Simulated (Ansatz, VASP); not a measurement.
## Sn: VASP beside Ansatz

```
CELL_PARAMETERS angstrom
0.06491 3.27806 3.27806
3.27806 0.06491 3.27806
3.27806 3.27806 0.06491
ATOMIC_POSITIONS crystal
Sn 0.50000 0.50000 0.50000
Sn 0.75000 0.75000 0.75000
```

Change from the starting cell: equal xy, yz and zx shear strains of +2 %.

Alike in both runs: task single point; functional PBE; k mesh 9 × 9 × 9; occupations fermi-dirac, width 0.03 eV; no spin polarisation.

|  | VASP | Ansatz |
| --- | --- | --- |
| version | VASP 6.6.1 | Ansatz 0.2.0 |
| potentials or method | VASP PAW PBE potentials, release 64 (Sn_d), cutoff 520 eV | all-electron LAPW, scalar-relativistic |

```csv
,VASP,Ansatz,Ansatz less VASP
pressure (GPa),3.2,3.3,+0.04
"traceless stress, the component that is largest in VASP (GPa)",-1.02,-1.02,-0.001
rms of the force components (eV/Å),0.177,0.178,+0.0003
```

Atom by atom the forces differ by 0.000 eV/Å (rms over components). Ansatz ran all-electron here, and VASP with PAW potentials.
